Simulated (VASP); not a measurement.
# GaAs (I-4m2) in VASP: a series of runs

The runs below take GaAs through single point, with LDA.

Everything below comes from runs of VASP 6.6.1. Logs are shortened: lines on timing, memory, paths and dates and some standing lists are left out, and cuts for length are marked.

## 1. The cell of the first run

The structure is tetragonal, space group I-4m2 (No. 119). Conventional cell: a = 3.998 Å, b = 3.998 Å, c = 5.597 Å, α = 90.00°, β = 90.00°, γ = 90.00°. Ga (site symmetry -4m2) has 4 As at 2.44 Å within 3.2 Å. Within 3.2 Å of As (site symmetry -4m2) lie 4 Ga at 2.44 Å.

## 2. Single point, LDA (zz strain of -1 %)

INCAR

```
  ALGO = Normal
  EDIFF = 1E-6
  ENCUT = 520
  ISIF = 2
  ISMEAR = -1
  LASPH = True
  LCHARG = False
  LREAL = False
  LWAVE = False
  NBANDS = 16
  NELM = 100
  PREC = Accurate
  SIGMA = 0.08
```

KPOINTS

```
k-points
0
Gamma
  10 10 10
```

POSCAR

```
GaAs
1.0
    0.0000000000      2.8268500000      2.7985815000
    2.8268500000      0.0000000000      2.7985815000
    2.8268500000      2.8268500000      0.0000000000
Ga As
1 1
Direct
    0.0000000000      0.0000000000      0.0000000000
    0.7500000000      0.7500000000      0.7500000000
```

Potentials or basis: VASP PAW LDA potentials, release 64 (Ga_d, As).

Run with:

```bash
> cat potpaw_LDA.64/Ga_d/POTCAR potpaw_LDA.64/As/POTCAR > POTCAR
> mpirun -np 1 vasp_std > vasp.out
```

OUTCAR:

```text
EDIFF = 1E-6
   ENCUT = 520
   ISIF = 2
   ISMEAR = -1
   LASPH = True
   LREAL = False
   NELM = 100
   PREC = Accurate

 ion  position               nearest neighbor table
   1  0.000  0.000  0.000-   2 2.44   2 2.44   2 2.44   2 2.44
   2  0.750  0.750  0.750-   1 2.44   1 2.44   1 2.44   1 2.44

  LATTYP: Found a body centered tetragonal cell.
 ALAT       =     3.9977696088
 C/A-ratio  =     1.4000714267

  Lattice vectors:

 A1 = (   0.0000000000,  -2.8268500000,  -2.7985815000)
 A2 = (   0.0000000000,   2.8268500000,  -2.7985815000)
 A3 = (   2.8268500000,   0.0000000000,   2.7985815000)

Analysis of symmetry for initial positions (statically):
=====================================================================
 Subroutine PRICEL returns:
 Original cell was already a primitive cell.

 Routine SETGRP: Setting up the symmetry group for a
 body centered tetragonal supercell.

 Subroutine GETGRP returns: Found  8 space group operations
 (whereof  8 operations were pure point group operations)
 out of a pool of 16 trial point group operations.

The static configuration has the point symmetry D_2d.

Analysis of symmetry for dynamics (positions and initial velocities):
=====================================================================
 Subroutine PRICEL returns:
 Original cell was already a primitive cell.

 Routine SETGRP: Setting up the symmetry group for a
 body centered tetragonal supercell.

 Subroutine GETGRP returns: Found  8 space group operations
 (whereof  8 operations were pure point group operations)
 out of a pool of 16 trial point group operations.

The dynamic configuration has the point symmetry D_2d.

 Subroutine INISYM returns: Found  8 space group operations
 (whereof  8 operations are pure point group operations),
 and found     1 'primitive' translations

----------------------------------------------------------------------------------------

                                     Primitive cell

  volume of cell :      44.7274

  direct lattice vectors                    reciprocal lattice vectors
     0.000000000  2.826850000  2.798581500    -0.176875321  0.176875321  0.178661940
     2.826850000  0.000000000  2.798581500     0.176875321 -0.176875321  0.178661940
     2.826850000  2.826850000  0.000000000     0.176875321  0.176875321 -0.178661940

  length of vectors
     3.977830984  3.977830984  3.997769609     0.307392008  0.307392008  0.307392008

  position of ions in fractional coordinates (direct lattice)
     0.000000000  0.000000000  0.000000000
     0.750000000  0.750000000  0.750000000

  ion indices of the primitive-cell ions
   primitive index   ion index
                 1           1
                 2           2

----------------------------------------------------------------------------------------

 KPOINTS: k-points

Automatic generation of k-mesh.
 Grid dimensions read from file:
 generate k-points for:   10   10   10

 Generating k-lattice:

  Cartesian coordinates                     Fractional coordinates (reciprocal lattice)
    -0.017687532  0.017687532  0.017866194     0.100000000  0.000000000  0.000000000
     0.017687532 -0.017687532  0.017866194     0.000000000  0.100000000  0.000000000
     0.017687532  0.017687532 -0.017866194    -0.000000000 -0.000000000  0.100000000

  Length of vectors
     0.030739201  0.030739201  0.030739201

  Shift w.r.t. Gamma in fractional coordinates (k-lattice)
     0.000000000  0.000000000  0.000000000

 Subroutine IBZKPT returns following result:
 ===========================================

 Found    102 irreducible k-points:

 Following reciprocal coordinates:
            Coordinates               Weight
  0.000000  0.000000  0.000000      1.000000
  0.100000  0.000000  0.000000      8.000000
  0.200000  0.000000  0.000000      8.000000
  0.300000 -0.000000  0.000000      8.000000
  0.400000 -0.000000  0.000000      8.000000
  0.500000  0.000000  0.000000      4.000000
[... 16 lines left out ...]
  0.300000  0.300000  0.000000      2.000000
  0.400000  0.300000  0.000000      8.000000
 [... further k-points ...]
   k-points           NKPTS =    102   k-points in BZ     NKDIM =    102   number of bands    NBANDS=     16
   number of dos      NEDOS =    301   number of ions     NIONS =      2
   total plane-waves  NPLWV =  27000
   dimension x,y,z NGX =    30 NGY =   30 NGZ =   30
   dimension x,y,z NGXF=    60 NGYF=   60 NGZF=   60
   ions per type =               1   1
   NGX,Y,Z   is equivalent  to a cutoff of  12.54, 12.54, 12.48 a.u.
   NGXF,Y,Z  is equivalent  to a cutoff of  25.08, 25.08, 24.95 a.u.
 SYSTEM =  unknown system
   PREC   = accura    normal or accurate (medium, high low for compatibility)
   ISTART =      0    job   : 0-new  1-cont  2-samecut
   ICHARG =      2    charge: 1-file 2-atom 10-const
   ISPIN  =      1    spin polarized calculation?
   LNONCOLLINEAR =      F non collinear calculations
   LSORBIT =      F    spin-orbit coupling
   LASPH  =      T    aspherical Exc in radial PAW
   ENCUT  =  520.0 eV  38.22 Ry    6.18 a.u.   7.40  7.40  7.43*2*pi/ulx,y,z
   NELM   =    100;   NELMIN=  2; NELMDL= -5     # of ELM steps
   EDIFF  = 0.1E-05   stopping-criterion for ELM
   LREAL  =      F    real-space projection
[... 7 lines left out ...]
   TEBEG  =    0.0;   TEEND  =   0.0 temperature during run
   PSTRESS=    0.0 pullay stress
   NELECT =      18.0000    total number of electrons
   NUPDOWN=      -1.0000    fix difference up-down
   EMIN   =  10.00;   EMAX   =-10.00  energy-range for DOS
   EFERMI =   0.00;   METHOD = LEGACY
   ISMEAR =    -1;   SIGMA  =   0.08  broadening in eV -4-tet -1-fermi 0-gaus
   EFERMI_NEDOS =   21; number of points for ismear=-14 and -15
   IALGO  =     38    algorithm
   IMIX   =      4    mixing-type and parameters
     AMIX     =   0.40;   BMIX     =  1.00
     AMIX_MAG =   1.60;   BMIX_MAG =  1.00
  volume/ion in A,a.u.               =      22.36       150.92
  Fermi-wavevector in a.u.,A,eV,Ry     =   1.208670  2.284056 19.876531  1.460884
  Thomas-Fermi vector in A             =   2.344271
   LORBIT       =      0    0 simple, 1 ext, 2 COOP (PROOUT), +10 PAW based schemes
   GGA     = CA    functional components
   LHFCALC =     F    Hartree Fock is set to
   AEXX    =    0.0000 exact exchange contribution
   IVDW    =     0    specifies the selected vdW correction
   LEPSILON=     F    determine dielectric tensor
   LRPA    =     F    only Hartree local field effects (RPA)
 non-spin polarized calculation
  energy-cutoff  :      520.00
  volume of cell :       44.73
 maximum number of plane-waves:      1243
 NGX is ok and might be reduce to    30
   NGX = 15   NGY = 15   NGZ = 15

 number of electron      18.0000003 magnetization

 Free energy of the ion-electron system (eV)
  ---------------------------------------------------
  ext. energy  EPLUGINS =         0.00000000
  ---------------------------------------------------
  free energy    TOTEN  =        -9.63905962 eV

  energy without entropy =       -9.63880711  energy(sigma->0) =       -9.63893337

 E-fermi :   4.1839     XC(G=0):  -9.9569

 val. band max:        3.9347303154   @ k =   0.0000   0.0000   0.0000
 cond. band min:       4.3037025000   @ k =   0.0000   0.0000   0.0000
 fundamental gap:      0.3689721847
 Fermi energy:         4.1838650922

 k-point     1 :       0.0000    0.0000    0.0000
  band No.  band energies     occupation
      1     -11.0501      2.00000
      2     -11.0501      2.00000
      3     -11.0477      2.00000
      4     -10.9694      2.00000
      5     -10.9681      2.00000
      6      -8.9398      2.00000
[... 8 lines left out ...]
     15      13.9941      0.00000
     16      14.1871      0.00000

 k-point     2 :       0.1000    0.0000    0.0000
  band No.  band energies     occupation
      1     -11.0583      2.00000
      2     -11.0477      2.00000
      3     -11.0461      2.00000
      4     -10.9696      2.00000
      5     -10.9682      2.00000
      6      -8.8209      2.00000
[... 8 lines left out ...]
     15      13.2899      0.00000
     16      13.4354      0.00000

 k-point     3 :       0.2000    0.0000    0.0000
  band No.  band energies     occupation
      1     -11.0799      2.00000
      2     -11.0418      2.00000
      3     -11.0403      2.00000
      4     -10.9697      2.00000
      5     -10.9680      2.00000
      6      -8.4789      2.00000
[... 8 lines left out ...]
     15      12.8112      0.00000
     16      12.9231      0.00000

 k-point     4 :       0.3000   -0.0000    0.0000
  band No.  band energies     occupation
      1     -11.1044      2.00000
      2     -11.0356      2.00000
      3     -11.0342      2.00000
      4     -10.9687      2.00000
      5     -10.9668      2.00000
      6      -7.9657      2.00000
[... 8 lines left out ...]
     15      13.2263      0.00000
     16      13.2392      0.00000

 k-point     5 :       0.4000   -0.0000    0.0000
  band No.  band energies     occupation
      1     -11.1226      2.00000
      2     -11.0316      2.00000
      3     -11.0301      2.00000
      4     -10.9670      2.00000
      5     -10.9647      2.00000
      6      -7.4159      2.00000
[... 8 lines left out ...]
     15      14.4313      0.00000
     16      14.4835      0.00000

 k-point     6 :       0.5000    0.0000    0.0000
  band No.  band energies     occupation
      1     -11.1293      2.00000
      2     -11.0303      2.00000
      3     -11.0289      2.00000
      4     -10.9660      2.00000
      5     -10.9637      2.00000
      6      -7.1447      2.00000
[... 8 lines left out ...]
     15      15.7131      0.00000
     16      15.8104      0.00000

 k-point     7 :       0.1000    0.1000    0.0000
  band No.  band energies     occupation
      1     -11.0621      2.00000
      2     -11.0455      2.00000
      3     -11.0455      2.00000
      4     -10.9714      2.00000
      5     -10.9668      2.00000
      6      -8.7795      2.00000
[... 8 lines left out ...]
     15      12.5693      0.00000
     16      14.1588      0.00000

 k-point     8 :       0.2000    0.1000    0.0000
  band No.  band energies     occupation
      1     -11.0801      2.00000
      2     -11.0402      2.00000
      3     -11.0395      2.00000
      4     -10.9734      2.00000
      5     -10.9656      2.00000
      6      -8.5099      2.00000
[... 8 lines left out ...]
     15      13.2734      0.00000
     16      13.8556      0.00000

 k-point     9 :       0.3000    0.1000    0.0000
  band No.  band energies     occupation
      1     -11.1023      2.00000
      2     -11.0345      2.00000
      3     -11.0330      2.00000
      4     -10.9739      2.00000
      5     -10.9642      2.00000
      6      -8.0490      2.00000
[... 8 lines left out ...]
     15      13.5723      0.00000
     16      14.0295      0.00000
[... 172 lines left out ...]
 k-point    19 :       0.5000    0.2000    0.0000
  band No.  band energies     occupation
      1     -11.1361      2.00000
      2     -11.0229      2.00000
      3     -11.0187      2.00000
      4     -10.9769      2.00000
      5     -10.9616      2.00000
      6      -6.9469      2.00000
[... 8 lines left out ...]
     15      15.7555      0.00000
     16      15.8496      0.00000

 k-point    20 :      -0.4000    0.2000    0.0000
  band No.  band energies     occupation
      1     -11.1354      2.00000
      2     -11.0238      2.00000
      3     -11.0201      2.00000
      4     -10.9726      2.00000
      5     -10.9651      2.00000
      6      -6.8771      2.00000
[... 8 lines left out ...]
     15      13.9755      0.00000
     16      15.4724      0.00000

 k-point    21 :      -0.3000    0.2000    0.0000
  band No.  band energies     occupation
      1     -11.1262      2.00000
      2     -11.0256      2.00000
      3     -11.0248      2.00000
      4     -10.9693      2.00000
      5     -10.9690      2.00000
      6      -7.2671      2.00000
[... 8 lines left out ...]
     15      13.9802      0.00000
     16      15.9705      0.00000

 k-point    22 :      -0.2000    0.2000    0.0000
  band No.  band energies     occupation
      1     -11.1111      2.00000
      2     -11.0320      2.00000
      3     -11.0288      2.00000
      4     -10.9709      2.00000
      5     -10.9677      2.00000
      6      -7.7939      2.00000
[... 8 lines left out ...]
     15      14.3943      0.00000
     16      15.1676      0.00000

 k-point    23 :       0.3000    0.3000    0.0000
  band No.  band energies     occupation
      1     -11.1290      2.00000
      2     -11.0176      2.00000
      3     -11.0176      2.00000
      4     -10.9863      2.00000
      5     -10.9592      2.00000
      6      -7.6118      2.00000
[... 8 lines left out ...]
     15      15.4615      0.00000
     16      16.2961      0.00000

 k-point    24 :       0.4000    0.3000    0.0000
  band No.  band energies     occupation
      1     -11.1415      2.00000
      2     -11.0129      2.00000
      3     -11.0114      2.00000
      4     -10.9884      2.00000
      5     -10.9579      2.00000
      6      -7.1616      2.00000
[... 8 lines left out ...]
     15      16.1975      0.00000
     16      16.6931      0.00000

 [... further k-points ...]

------------------------ aborting loop because EDIFF is reached ----------------------------------------

  FORCE on cell =-STRESS in cart. coord.  units (eV):
  Direction    XX          YY          ZZ          XY          YZ          ZX
  --------------------------------------------------------------------------------------
  -------------------------------------------------------------------------------------
  Total       -0.3120065     -0.3120065     -0.1380901      0.0000000     -0.0000000      0.0000000
  in kB      -11.1763681    -11.1763681     -4.9465188      0.0000000     -0.0000000      0.0000000
  external PRESSURE =      -9.0997517 kB  Pullay stress =       0.0000000 kB

 VOLUME and BASIS-vectors are now :
 -----------------------------------------------------------------------------
  energy-cutoff  :      520.00
  volume of cell :       44.73
      direct lattice vectors                 reciprocal lattice vectors
     0.000000000  2.826850000  2.798581500    -0.176875321  0.176875321  0.178661940
     2.826850000  0.000000000  2.798581500     0.176875321 -0.176875321  0.178661940
     2.826850000  2.826850000  0.000000000     0.176875321  0.176875321 -0.178661940

 POSITION                                       TOTAL-FORCE (eV/Angst)
 -----------------------------------------------------------------------------------
      0.00000      0.00000      0.00000         0.000000      0.000000      0.000000
      4.24027      4.24027      4.19787        -0.000000     -0.000000     -0.000000
 -----------------------------------------------------------------------------------
    total drift:                                0.000000      0.000000      0.000001

  FREE ENERGIE OF THE ION-ELECTRON SYSTEM (eV)
  ---------------------------------------------------
  free  energy   TOTEN  =        -9.6390596170 eV

  energy  without entropy=       -9.6388071147  energy(sigma->0) =       -9.63893337
```

It took 36 s on 1 thread of Intel Xeon Platinum 8488C (Sapphire Rapids), shared host; peak memory 0.2 GiB.

What came out:

```
Free energy            : -9.6391 eV
Pressure               : -0.9 GPa
Band gap on the k mesh : 0.37 eV
```

Levels at points of the mesh, in eV from the valence-band top:
```tsv
k point	band 5	band 6	band 7	band 8	band 9	band 10	band 11	band 12	band 13	band 14
(0.00, 0.00, 0.00)	-14.90	-12.87	-0.06	-0.06	0.00	0.37	3.62	3.65	3.65	7.34
(0.50, 0.00, 0.00)	-14.90	-11.08	-6.78	-1.24	-1.16	0.85	4.51	4.58	7.54	10.24
(0.50, 0.50, 0.00)	-14.89	-10.30	-6.92	-2.81	-2.81	1.25	1.45	10.09	10.09	10.89
(0.50, 0.00, 0.50)	-14.89	-10.34	-6.98	-2.74	-2.74	1.31	1.54	10.04	10.11	10.82
```

Caveat: the cell differs from its parent crystal (zz strain of -1 %).

## 3. Single point, LDA (zz strain of +1 %)

INCAR

```
PREC = Accurate ; ENCUT = 520
EDIFF = 1E-6 ; ISMEAR = -1
SIGMA = 0.08 ; LREAL = F
LASPH = T ; NELM = 80
ALGO = Normal ; ISIF = 2
LWAVE = F ; LCHARG = T
GGA = CA ; LELF = T
LVHAR = T ; NBANDS = 16
```

KPOINTS

```
Automatic mesh
0
Gamma
  10 10 10
```

POSCAR

```
GaAs
1.0
    0.0000000000      2.8268500000      2.8551185000
    2.8268500000      0.0000000000      2.8551185000
    2.8268500000      2.8268500000      0.0000000000
Ga As
1 1
Direct
    0.0000000000      0.0000000000      0.0000000000
    0.7500000000      0.7500000000      0.7500000000
```

Potentials or basis: VASP PAW LDA potentials, release 64 (Ga_d, As).

Run with:

```bash
> cat potpaw_LDA.64/Ga_d/POTCAR potpaw_LDA.64/As/POTCAR > POTCAR
> mpirun -np 1 vasp_std > vasp.out
```

Run time: 36 s. Hardware: 1 thread of Intel Xeon Platinum 8488C (Sapphire Rapids), shared host; peak memory 0.2 GiB.

Results (log left out):

* Free energy: -9.6302 eV
* Pressure: -2.2 GPa
* Band gap on the k mesh: 0.24 eV

Stress tensor (GPa, compression positive):
```
-2.02  0.00  0.00
 0.00 -2.02  0.00
 0.00  0.00 -2.66
```

Levels at points of the mesh, in eV from the valence-band top:
```
           k point  band 5  band 6  band 7  band 8  band 9  band 10  band 11  band 12  band 13  band 14
(0.00, 0.00, 0.00)  -14.85  -12.71   -0.06    0.00    0.00     0.24     3.64     3.64     3.67     7.29
(0.50, 0.00, 0.00)  -14.85  -10.98   -6.66   -1.19   -1.11     0.82     4.53     4.59     7.54    10.11
(0.50, 0.50, 0.00)  -14.84  -10.28   -6.89   -2.63   -2.63     1.38     1.60     9.94     9.94    10.63
(0.50, 0.00, 0.50)  -14.84  -10.24   -6.83   -2.70   -2.69     1.32     1.51     9.91     9.97    10.70
```

Caveat: the cell differs from its parent crystal (zz strain of +1 %).

## 4. Single point, LDA (zz strain of +2 %)

INCAR

```
SYSTEM = GaAs
  ALGO = Normal
  EDIFF = 1E-7
  ENCUT = 520
  ISIF = 2
  ISMEAR = -1
  LASPH = .True.
  LCHARG = .True.
  LELF = .True.
  LREAL = .False.
  LVHAR = .True.
  LWAVE = .False.
  NBANDS = 16
  NELM = 60
  PREC = Accurate
  SIGMA = 0.08
```

KPOINTS

```
k-points
0
Gamma
  10 10 10
  0 0 0
```

POSCAR

```
GaAs
1.0
    0.0000000000      2.8268500000      2.8833870000
    2.8268500000      0.0000000000      2.8833870000
    2.8268500000      2.8268500000      0.0000000000
Ga As
1 1
Direct
    0.0000000000      0.0000000000      0.0000000000
    0.7500000000      0.7500000000      0.7500000000
```

Run with:

```bash
> cat potpaw_LDA.64/Ga_d/POTCAR potpaw_LDA.64/As/POTCAR > POTCAR
> mpirun -np 1 vasp_std > vasp.out
```

Wall time 40 s (1 thread of Intel Xeon Platinum 8488C (Sapphire Rapids), shared host); peak memory 0.21 GiB.

Results (log left out):

```yaml
Free_energy: -9.6212 eV
Pressure: -2.8 GPa
```

Stress tensor (GPa, compression positive):
```
-2.41  0.00  0.00
 0.00 -2.41  0.00
 0.00  0.00 -3.68
```

Levels at points of the mesh, in eV from the Fermi level:
```tsv
k point	band 7	band 8	band 9	band 10	band 11	band 12
(0.00, 0.00, 0.00)	-0.28	-0.17	-0.17	-0.02	3.45	3.45
(0.50, 0.00, 0.00)	-6.79	-1.40	-1.24	0.60	4.31	4.43
(0.50, 0.50, 0.00)	-7.07	-2.74	-2.74	1.25	1.48	9.67
(0.50, 0.00, 0.50)	-6.95	-2.87	-2.86	1.13	1.29	9.60
```

Caveat: the cell differs from its parent crystal (zz strain of +2 %).

## 5. Summary

```csv
cell,gap on the mesh (eV),pressure (GPa)
"a = 3.978, b = 3.978, c = 3.998 Å, angles 59.8, 59.8, 60.3°, 2 atoms",0.37,-0.9
"a = 4.018, b = 4.018, c = 3.998 Å, angles 60.2, 60.2, 59.7°, 2 atoms",0.24,-2.2
"a = 4.038, b = 4.038, c = 3.998 Å, angles 60.3, 60.3, 59.3°, 2 atoms",-,-2.8
```

Alike in all rows: task single point; level LDA; potentials or basis VASP PAW LDA potentials, release 64 (Ga_d, As); no spin polarisation; k mesh 10 × 10 × 10; cutoff (eV) 520; smearing fermi-dirac 0.08 eV.

Absolute energies hang on the potentials; compare differences alone.
